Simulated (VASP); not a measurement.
Set up this calculation in VASP 6.6.1, as the native input.

```
Task                   : single point
Functional             : PBE
Potentials or basis    : VASP PAW PBE potentials, release 64 (Hf_pv, Nb_sv, O)
Cutoff                 : 520 eV
k mesh                 : 8 × 8 × 4
Occupations            : gaussian, width 0.1 eV
Spin                   : no spin polarisation
Dipole correction      : no
Further INCAR settings : LREAL = Auto; ALGO = Normal; EDIFF = 1e-06; NBANDS = 80
```

The structure of HfNb2O5 lies in POSCAR:

```
HfNb2O5
1.0
    1.9605255085     -4.8826225507      0.0000000000
    1.9605255085      4.8826225507      0.0000000000
    0.0000000000      0.0000000000     11.2909877061
Hf Nb O
2 4 10
Direct
    0.7836554835      0.2163445165      0.7500000000
    0.2163445165      0.7836554835      0.2500000000
    0.1212988996      0.8787011004      0.5375634809
    0.1212988996      0.8787011004      0.9624365191
    0.8787011004      0.1212988996      0.0375634809
    0.8787011004      0.1212988996      0.4624365191
    0.9392257244      0.0607742756      0.6329526974
    0.9392257244      0.0607742756      0.8670473026
    0.0607742756      0.9392257244      0.1329526974
    0.0607742756      0.9392257244      0.3670473026
    0.6726264911      0.3273735089      0.9236536076
    0.6726264911      0.3273735089      0.5763463924
    0.3273735089      0.6726264911      0.4236536076
    0.3273735089      0.6726264911      0.0763463924
    0.2177394164      0.7822605836      0.7500000000
    0.7822605836      0.2177394164      0.2500000000
```

These files were run (other wordings do the same):

INCAR

```
SYSTEM = HfNb2O5
PREC     = Accurate       ! precision mode
ENCUT    = 520            ! plane-wave cutoff, eV
EDIFF    = 1E-6           ! SCF threshold, eV
ISMEAR   = 0              ! smearing method
SIGMA    = 0.1            ! smearing width, eV
LREAL    = Auto         
LASPH    = .True.         ! aspherical terms in the spheres
NELM     = 60             ! most SCF steps
ALGO     = Normal         ! electronic algorithm
ISIF     = 2              ! what is computed and relaxed
LWAVE    = .False.        ! write WAVECAR
LCHARG   = .False.        ! write CHGCAR
GGA      = PE             ! functional
NBANDS   = 80             ! bands
```

KPOINTS

```
regular mesh
0
Gamma
  8 8 4
  0 0 0
```

Potentials or basis: VASP PAW PBE potentials, release 64 (Hf_pv, Nb_sv, O).

Launch:

```bash
$ cat potpaw_PBE.64/Hf_pv/POTCAR potpaw_PBE.64/Nb_sv/POTCAR potpaw_PBE.64/O/POTCAR > POTCAR
$ mpirun -np 1 vasp_std > vasp.out
```

Results of the run:

```json
{
  "Pressure": "-1.1 GPa",
  "Largest force": "0.133 eV/Å",
  "Band gap on the k mesh": "0.06 eV (least direct gap 0.09 eV)"
}
```

Caveat: the smearing spreads over this small gap; spin-orbit coupling is left out, which moves the levels of the heavy elements.

Run time: 27 min on 1 thread of Intel(R) Xeon(R) 6975P-C (Granite Rapids) (shared host), peak memory 0.8 GiB.
